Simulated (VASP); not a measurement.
# TiN (Osbornite) (Fm-3m) in VASP: notebook, part 2 of 2

VASP 6.6.1. Earlier steps stand in the parts before.

**3. Single point, PBEsol**

This run uses another cell than the first one, of 9.29 Å³/atom, 0.976 times its volume.

INCAR

```
PREC = Accurate
ENCUT = 520
EDIFF = 1E-6
ISMEAR = 0
SIGMA = 0.1
LREAL = False
LASPH = True
NELM = 60
ALGO = Normal
ISIF = 2
LWAVE = False
LCHARG = True
GGA = PS
LELF = True
LVHAR = True
NBANDS = 16
```

KPOINTS

```
regular mesh
0
Gamma
  18 18 18
```

POSCAR

```
TiN
1.0
    0.0000000000      2.1019663698      2.1019663698
    2.1019663698      0.0000000000      2.1019663698
    2.1019663698      2.1019663698      0.0000000000
Ti N
1 1
Direct
    0.0000000000      0.0000000000      0.0000000000
    0.5000000000      0.5000000000      0.5000000000
```

Potentials or basis: VASP PAW PBE potentials, release 64 (Ti_sv, N).

On the command line:

```sh
$ cat potpaw_PBE.64/Ti_sv/POTCAR potpaw_PBE.64/N/POTCAR > POTCAR
$ mpirun -np 1 vasp_std > vasp.out
```

OUTCAR:

```text
PREC = Accurate
   ENCUT = 520
   EDIFF = 1E-6
   ISMEAR = 0
   LREAL = False
   LASPH = True
   NELM = 60
   ISIF = 2
   GGA = PS

 ion  position               nearest neighbor table
   1  0.000  0.000  0.000-   2 2.10   2 2.10   2 2.10   2 2.10   2 2.10   2 2.10
   2  0.500  0.500  0.500-   1 2.10   1 2.10   1 2.10   1 2.10   1 2.10   1 2.10

  LATTYP: Found a face centered cubic cell.
 ALAT       =     4.2039327396

  Lattice vectors:

 A1 = (   0.0000000000,   2.1019663698,   2.1019663698)
 A2 = (   2.1019663698,   0.0000000000,   2.1019663698)
 A3 = (   2.1019663698,   2.1019663698,   0.0000000000)

Analysis of symmetry for initial positions (statically):
=====================================================================
 Subroutine PRICEL returns:
 Original cell was already a primitive cell.

 Routine SETGRP: Setting up the symmetry group for a
 face centered cubic supercell.

 Subroutine GETGRP returns: Found 48 space group operations
 (whereof 48 operations were pure point group operations)
 out of a pool of 48 trial point group operations.

The static configuration has the point symmetry O_h .

Analysis of symmetry for dynamics (positions and initial velocities):
[... 162 lines left out ...]
 val. band max:       11.6383271274   @ k =  -0.1667   0.1111   0.0000
 cond. band min:      11.6829464817   @ k =   0.4444   0.2222   0.1111
 fundamental gap:      0.0446193543
 Fermi energy:        11.6743770226

 k-point     1 :       0.0000    0.0000    0.0000
  band No.  band energies     occupation
      1     -45.8919      2.00000
      2     -21.9509      2.00000
      3     -21.9509      2.00000
      4     -21.9509      2.00000
      5      -5.5289      2.00000
      6       9.6235      2.00000
[... 433 lines left out ...]
      3     -22.0046      2.00000
      4     -21.9709      2.00000
      5      -4.4262      2.00000
      6       6.0945      2.00000
[... 8 lines left out ...]
     15      24.7860      0.00000
     16      28.9877      0.00000

 [... further k-points ...]

------------------------ aborting loop because EDIFF is reached ----------------------------------------

  FORCE on cell =-STRESS in cart. coord.  units (eV):
  Direction    XX          YY          ZZ          XY          YZ          ZX
  --------------------------------------------------------------------------------------
  -------------------------------------------------------------------------------------
  Total        0.0543416      0.0543416      0.0543416     -0.0000000     -0.0000000      0.0000000
  in kB        4.6874401      4.6874401      4.6874401     -0.0000000     -0.0000000      0.0000000
  external PRESSURE =       4.6874401 kB  Pullay stress =       0.0000000 kB

 VOLUME and BASIS-vectors are now :
 -----------------------------------------------------------------------------
  energy-cutoff  :      520.00
  volume of cell :       18.57
      direct lattice vectors                 reciprocal lattice vectors
     0.000000000  2.101966370  2.101966370    -0.237872502  0.237872502  0.237872502
     2.101966370  0.000000000  2.101966370     0.237872502 -0.237872502  0.237872502
     2.101966370  2.101966370  0.000000000     0.237872502  0.237872502 -0.237872502

 POSITION                                       TOTAL-FORCE (eV/Angst)
 -----------------------------------------------------------------------------------
      0.00000      0.00000      0.00000        -0.000000      0.000000     -0.000000
      2.10197      2.10197      2.10197         0.000000     -0.000000      0.000000
 -----------------------------------------------------------------------------------
    total drift:                                0.000000     -0.000000     -0.000000

  FREE ENERGIE OF THE ION-ELECTRON SYSTEM (eV)
  ---------------------------------------------------
  free  energy   TOTEN  =       -20.7821227417 eV

  energy  without entropy=      -20.7781069444  energy(sigma->0) =      -20.78011484
```

OSZICAR:

```text
N       E                     dE             d eps       ncg     rms          rms(c)
DAV:   1     0.131903443109E+03    0.13190E+03   -0.82214E+03  6272   0.127E+03
DAV:   2    -0.180019220174E+02   -0.14991E+03   -0.14081E+03  6792   0.349E+02
DAV:   3    -0.255474746505E+02   -0.75456E+01   -0.74816E+01  8056   0.808E+01
DAV:   4    -0.257213056554E+02   -0.17383E+00   -0.17368E+00  7432   0.116E+01
DAV:   5    -0.257251131817E+02   -0.38075E-02   -0.38075E-02  7464   0.153E+00    0.190E+01
DAV:   6    -0.211355737598E+02    0.45895E+01   -0.12151E+01  8208   0.537E+01    0.693E+00
DAV:   7    -0.208236825815E+02    0.31189E+00   -0.14287E+00  7384   0.150E+01    0.522E+00
DAV:   8    -0.209941296556E+02   -0.17045E+00   -0.96532E-01  8616   0.143E+01    0.606E+00
DAV:   9    -0.207896910562E+02    0.20444E+00   -0.28951E-01  7264   0.847E+00    0.139E+00
DAV:  10    -0.207845684285E+02    0.51226E-02   -0.38432E-02  7696   0.226E+00    0.385E-01
DAV:  11    -0.207821767983E+02    0.23916E-02   -0.52154E-03  7112   0.644E-01    0.163E-01
DAV:  12    -0.207821746764E+02    0.21219E-05   -0.41200E-04  7424   0.207E-01    0.854E-02
DAV:  13    -0.207821325052E+02    0.42171E-04   -0.21142E-04  7392   0.230E-01    0.209E-02
DAV:  14    -0.207821229240E+02    0.95812E-05   -0.15573E-05  7792   0.555E-02    0.643E-03
DAV:  15    -0.207821227417E+02    0.18226E-06   -0.18806E-06  7000   0.127E-02
   1 F= -.20782123E+02 E0= -.20780115E+02  d E =-.401580E-02
```

stdout:

```text
POSCAR found type information on POSCAR TiN
 POSCAR found :  2 types and       2 ions
 scaLAPACK will be used
 -----------------------------------------------------------------------------
|                                                                             |
|                                                                             |
|     You enforced a specific xc type in the INCAR file but a different       |
|     I HOPE YOU KNOW WHAT YOU ARE DOING!                                     |
|                                                                             |
 -----------------------------------------------------------------------------

 LDA part: xc-table for (Slater+PW92), standard interpolation
 POSCAR, INCAR and KPOINTS ok, starting setup
 FFT: planning ... GRIDC
 FFT: planning ... GRID_SOFT
 FFT: planning ... GRID
 WAVECAR not read
 entering main loop
```

It took 40 s on 1 thread of Intel Xeon Platinum 8259CL at 2.50GHz (Skylake/Cascade Lake), shared host; peak memory 0.18 GiB.

Results:

- Free energy: -20.7821 eV
- Pressure: 0.5 GPa

Caveat: the PAW data sets were made with another functional, which shifts forces and pressure a little.
